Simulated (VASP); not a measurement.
# LiP2 (Immm) in VASP: single point with PBE

Aim: the single point of LiP2 with PBE.

Program: VASP 6.6.1. These are calculated values, not measurements. Logs are shortened: lines on timing, memory, paths and dates and some standing lists are left out, and cuts for length are marked.

**1. The cell of the first run**

The structure is orthorhombic, space group Immm (No. 71). The conventional cell has a = 3.727 Å, b = 4.997 Å, c = 5.773 Å, α = 90.00°, β = 90.00°, γ = 90.00°. Within 3.5 Å of Li (site symmetry mmm) lie 8 P at 2.64 to 2.69 Å. Within 2.7 Å of P (site symmetry mm2) lie 1 P at 2.02 Å and 4 Li at 2.64 to 2.69 Å.

**2. Single point, PBE**

INCAR

```
  PREC = Accurate
  ENCUT = 520
  EDIFF = 1E-6
  ISMEAR = 0
  SIGMA = 0.1
  LREAL = F
  LASPH = T
  NELM = 100
  ALGO = Normal
  ISIF = 2
  LWAVE = F
  LCHARG = F
  GGA = PE
  NBANDS = 14
```

KPOINTS

```
regular mesh
0
Gamma
  16 16 16
```

POSCAR

```
LiP2
1.0
   -1.8637369033      2.4983457138      2.8862506777
    1.8637369033     -2.4983457138      2.8862506777
    1.8637369033      2.4983457138     -2.8862506777
Li P
1 2
Direct
    0.0000000000      0.0000000000      0.0000000000
    0.6749163910      0.1749163910      0.5000000000
    0.3250836090      0.8250836090      0.5000000000
```

Potentials or basis: VASP PAW PBE potentials, release 64 (Li_sv, P).

Run with:

```bash
$ cat potpaw_PBE.64/Li_sv/POTCAR potpaw_PBE.64/P/POTCAR > POTCAR
$ mpirun -np 1 vasp_std > vasp.out
```

OUTCAR:

```text
PREC = Accurate
   ENCUT = 520
   EDIFF = 1E-6
   ISMEAR = 0
   LREAL = F
   LASPH = T
   NELM = 100
   ISIF = 2
   GGA = PE

 ion  position               nearest neighbor table
   1  0.000  0.000  0.000-   3 2.64   2 2.64   3 2.64   2 2.64   2 2.69   2 2.69   3 2.69   3 2.69

   2  0.675  0.175  0.500-   3 2.02   1 2.64   1 2.64   1 2.69   1 2.69
   3  0.325  0.825  0.500-   2 2.02   1 2.64   1 2.64   1 2.69   1 2.69

  LATTYP: Found a body centered orthorhombic cell.
 ALAT       =     3.7274738066
 B/A-ratio  =     1.3405034312
 C/A-ratio  =     1.5486363298

  Lattice vectors:

 A1 = (  -1.8637369033,   2.4983457138,   2.8862506777)
 A2 = (   1.8637369033,  -2.4983457138,   2.8862506777)
 A3 = (   1.8637369033,   2.4983457138,  -2.8862506777)

Analysis of symmetry for initial positions (statically):
=====================================================================
 Subroutine PRICEL returns:
 Original cell was already a primitive cell.

 Routine SETGRP: Setting up the symmetry group for a
 body centered orthorhombic supercell.

 Subroutine GETGRP returns: Found  8 space group operations
 (whereof  8 operations were pure point group operations)
 out of a pool of  8 trial point group operations.

The static configuration has the point symmetry D_2h.

Analysis of symmetry for dynamics (positions and initial velocities):
=====================================================================
 Subroutine PRICEL returns:
 Original cell was already a primitive cell.

 Routine SETGRP: Setting up the symmetry group for a
 body centered orthorhombic supercell.

 Subroutine GETGRP returns: Found  8 space group operations
 (whereof  8 operations were pure point group operations)
 out of a pool of  8 trial point group operations.

The dynamic configuration has the point symmetry D_2h.

 Subroutine INISYM returns: Found  8 space group operations
 (whereof  8 operations are pure point group operations),
 and found     1 'primitive' translations

----------------------------------------------------------------------------------------

                                     Primitive cell

  volume of cell :      53.7565

  direct lattice vectors                    reciprocal lattice vectors
    -1.863736903  2.498345714  2.886250678     0.000000000  0.200132431  0.173235126
     1.863736903 -2.498345714  2.886250678     0.268278210  0.000000000  0.173235126
     1.863736903  2.498345714 -2.886250678     0.268278210  0.200132431  0.000000000

  length of vectors
     4.248021837  4.248021837  4.248021837     0.264694916  0.319348723  0.334703134

  position of ions in fractional coordinates (direct lattice)
     0.000000000  0.000000000  0.000000000
     0.674916391  0.174916391  0.500000000
     0.325083609  0.825083609  0.500000000

  ion indices of the primitive-cell ions
   primitive index   ion index
                 1           1
                 2           2
                 3           3

----------------------------------------------------------------------------------------

 KPOINTS: regular mesh

Automatic generation of k-mesh.
 Grid dimensions read from file:
 generate k-points for:   16   16   16

 Generating k-lattice:

  Cartesian coordinates                     Fractional coordinates (reciprocal lattice)
     0.000000000  0.012508277  0.010827195     0.062500000  0.000000000 -0.000000000
     0.016767388  0.000000000  0.010827195     0.000000000  0.062500000  0.000000000
     0.016767388  0.012508277  0.000000000    -0.000000000  0.000000000  0.062500000

  Length of vectors
     0.016543432  0.019959295  0.020918946

  Shift w.r.t. Gamma in fractional coordinates (k-lattice)
     0.000000000  0.000000000  0.000000000

 Subroutine IBZKPT returns following result:
 ===========================================

 Found    621 irreducible k-points:

 Following reciprocal coordinates:
            Coordinates               Weight
  0.000000  0.000000  0.000000      1.000000
  0.062500  0.000000 -0.000000      4.000000
  0.125000  0.000000 -0.000000      4.000000
  0.187500  0.000000  0.000000      4.000000
  0.250000  0.000000 -0.000000      4.000000
  0.312500  0.000000  0.000000      4.000000
[... 16 lines left out ...]
 -0.187500  0.062500  0.000000      8.000000
 -0.125000  0.062500  0.000000      8.000000
 [... further k-points ...]
   k-points           NKPTS =    621   k-points in BZ     NKDIM =    621   number of bands    NBANDS=     14
   number of dos      NEDOS =    301   number of ions     NIONS =      3
   total plane-waves  NPLWV =  32768
   dimension x,y,z NGX =    32 NGY =   32 NGZ =   32
   dimension x,y,z NGXF=    64 NGYF=   64 NGZF=   64
   ions per type =               1   2
   NGX,Y,Z   is equivalent  to a cutoff of  12.52, 12.52, 12.52 a.u.
   NGXF,Y,Z  is equivalent  to a cutoff of  25.05, 25.05, 25.05 a.u.
 SYSTEM =  unknown system
   PREC   = accura    normal or accurate (medium, high low for compatibility)
   ISTART =      0    job   : 0-new  1-cont  2-samecut
   ICHARG =      2    charge: 1-file 2-atom 10-const
   ISPIN  =      1    spin polarized calculation?
   LNONCOLLINEAR =      F non collinear calculations
   LSORBIT =      F    spin-orbit coupling
   LASPH  =      T    aspherical Exc in radial PAW
   ENCUT  =  520.0 eV  38.22 Ry    6.18 a.u.   7.90  7.90  7.90*2*pi/ulx,y,z
   NELM   =    100;   NELMIN=  2; NELMDL= -5     # of ELM steps
   EDIFF  = 0.1E-05   stopping-criterion for ELM
   LREAL  =      F    real-space projection
   EDIFFG = 0.1E-04   stopping-criterion for IOM
   NSW    =      0    number of steps for IOM
   IBRION =     -1    ionic relax: 0-MD 1-quasi-New 2-CG
   NFREE  =      0    steps in history (QN), initial steepest desc. (CG)
   ISIF   =      2    stress and relaxation
   ISYM   =      2    0-nonsym 1-usesym 2-fastsym
   POTIM  = 0.5000    time-step for ionic-motion
   TEBEG  =    0.0;   TEEND  =   0.0 temperature during run
   PSTRESS=    0.0 pullay stress
   NELECT =      13.0000    total number of electrons
   NUPDOWN=      -1.0000    fix difference up-down
   EMIN   =  10.00;   EMAX   =-10.00  energy-range for DOS
   EFERMI =   0.00;   METHOD = LEGACY
   ISMEAR =     0;   SIGMA  =   0.10  broadening in eV -4-tet -1-fermi 0-gaus
   EFERMI_NEDOS =   21; number of points for ismear=-14 and -15
   IALGO  =     38    algorithm
   IMIX   =      4    mixing-type and parameters
     AMIX     =   0.40;   BMIX     =  1.00
     AMIX_MAG =   1.60;   BMIX_MAG =  1.00
  volume/ion in A,a.u.               =      17.92       120.92
  Fermi-wavevector in a.u.,A,eV,Ry     =   1.019950  1.927426 14.154114  1.040298
  Thomas-Fermi vector in A             =   2.153492
   LORBIT       =      0    0 simple, 1 ext, 2 COOP (PROOUT), +10 PAW based schemes
   GGA     = PE    functional components
   LHFCALC =     F    Hartree Fock is set to
   AEXX    =    0.0000 exact exchange contribution
   IVDW    =     0    specifies the selected vdW correction
   LEPSILON=     F    determine dielectric tensor
   LRPA    =     F    only Hartree local field effects (RPA)
 non-spin polarized calculation
 Gauss-broadening in eV      SIGMA  =   0.10
  energy-cutoff  :      520.00
  volume of cell :       53.76
 maximum number of plane-waves:      1464
   NGX = 15   NGY = 15   NGZ = 15

 number of electron      13.0000002 magnetization

 Free energy of the ion-electron system (eV)
  ---------------------------------------------------
  ext. energy  EPLUGINS =         0.00000000
  ---------------------------------------------------
  free energy    TOTEN  =       -12.82071104 eV

  energy without entropy =      -12.81500899  energy(sigma->0) =      -12.81786002

 E-fermi :   4.5175     XC(G=0):  -9.2666

 val. band max:        4.5151405901   @ k =   0.1250   0.1250   0.1250
 cond. band min:       4.5220716970   @ k =   0.3125  -0.1875   0.0625
 fundamental gap:      0.0069311069
 Fermi energy:         4.5174744932

 k-point     1 :       0.0000    0.0000    0.0000
  band No.  band energies     occupation
      1     -41.5815      2.00000
      2      -8.7875      2.00000
      3      -1.7063      2.00000
      4       0.3712      2.00000
      5       2.8231      2.00000
      6       2.9319      2.00000
      7       4.1589      2.00000
      8       5.1598      0.00000
      9       8.7263      0.00000
     10      10.3851      0.00000
     11      10.4421      0.00000
     12      10.7253      0.00000
     13      11.1708      0.00000
     14      11.6209      0.00000

 k-point     2 :       0.0625    0.0000   -0.0000
  band No.  band energies     occupation
      1     -41.5815      2.00000
      2      -8.7658      2.00000
      3      -1.8344      2.00000
      4       0.4087      2.00000
      5       2.5454      2.00000
      6       3.3418      2.00000
      7       4.0867      2.00000
      8       5.2095      0.00000
      9       8.6537      0.00000
     10      10.3109      0.00000
     11      10.3658      0.00000
     12      10.3805      0.00000
     13      11.6307      0.00000
     14      11.8006      0.00000

 k-point     3 :       0.1250    0.0000   -0.0000
  band No.  band energies     occupation
      1     -41.5814      2.00000
      2      -8.7021      2.00000
      3      -2.1694      2.00000
      4       0.5008      2.00000
      5       2.3463      2.00000
      6       3.8944      2.00000
      7       3.9174      2.00000
      8       5.3099      0.00000
      9       8.4460      0.00000
     10       9.8683      0.00000
     11      10.2256      0.00000
     12      10.3875      0.00000
     13      12.2314      0.00000
     14      12.2603      0.00000
[... 324 lines left out ...]
 k-point    23 :      -0.1875    0.0625    0.0000
  band No.  band energies     occupation
      1     -41.5814      2.00000
      2      -8.6271      2.00000
      3      -2.3843      2.00000
      4       0.3343      2.00000
      5       2.5788      2.00000
      6       3.6600      2.00000
      7       4.1312      2.00000
      8       5.2388      0.00000
      9       8.5499      0.00000
     10       9.4584      0.00000
     11      10.3362      0.00000
     12      10.5676      0.00000
     13      12.2867      0.00000
     14      12.4645      0.00000

 k-point    24 :      -0.1250    0.0625    0.0000
  band No.  band energies     occupation
      1     -41.5814      2.00000
      2      -8.7105      2.00000
      3      -1.9922      2.00000
      4       0.2851      2.00000
      5       2.7132      2.00000
      6       3.4703      2.00000
      7       3.9233      2.00000
      8       5.1194      0.00000
      9       8.7981      0.00000
     10       9.6376      0.00000
     11      10.3670      0.00000
     12      10.6410      0.00000
     13      11.7143      0.00000
     14      12.4409      0.00000

 [... further k-points ...]

------------------------ aborting loop because EDIFF is reached ----------------------------------------

  FORCE on cell =-STRESS in cart. coord.  units (eV):
  Direction    XX          YY          ZZ          XY          YZ          ZX
  --------------------------------------------------------------------------------------
  -------------------------------------------------------------------------------------
  Total       -0.0094899     -0.0309684     -0.1692132      0.0000000      0.0000000      0.0000000
  in kB       -0.2828411     -0.9229916     -5.0432853      0.0000000      0.0000000      0.0000000
  external PRESSURE =      -2.0830393 kB  Pullay stress =       0.0000000 kB

 VOLUME and BASIS-vectors are now :
 -----------------------------------------------------------------------------
  energy-cutoff  :      520.00
  volume of cell :       53.76
      direct lattice vectors                 reciprocal lattice vectors
    -1.863736903  2.498345714  2.886250678     0.000000000  0.200132431  0.173235126
     1.863736903 -2.498345714  2.886250678     0.268278210  0.000000000  0.173235126
     1.863736903  2.498345714 -2.886250678     0.268278210  0.200132431  0.000000000

 POSITION                                       TOTAL-FORCE (eV/Angst)
 -----------------------------------------------------------------------------------
      0.00000      0.00000      0.00000         0.000000      0.000000     -0.000000
      0.00000      2.49835      1.00971        -0.000000      0.000000     -0.075272
      1.86374      0.00000      1.87655         0.000000     -0.000000      0.075272
 -----------------------------------------------------------------------------------
    total drift:                                0.000000     -0.000000      0.000000

  FREE ENERGIE OF THE ION-ELECTRON SYSTEM (eV)
  ---------------------------------------------------
  free  energy   TOTEN  =       -12.8207110357 eV

  energy  without entropy=      -12.8150089944  energy(sigma->0) =      -12.81786002
```

Run time: 8.3 min. Hardware: 1 thread of AMD EPYC 7R43 (Zen 3), shared host; peak memory 0.44 GiB.

Results:

```yaml
Free_energy: -12.8207 eV
Largest_force: 0.075 eV/Å
Band_gap_on_the_k_mesh: zero (an odd number of electrons rules out a gap without spin polarisation)
```

Forces on the atoms (eV/Å):
```
Li   0.000  0.000  0.000
P    0.000  0.000 -0.075
P    0.000  0.000  0.075
```

Caveat: the cutoff is under 1.25 times the usual one of these potentials, so pressure, stress and relaxed cells hold a basis-set (Pulay) error; an odd number of electrons without spin polarisation forces a metal; a magnetic or distorted state may lie lower.
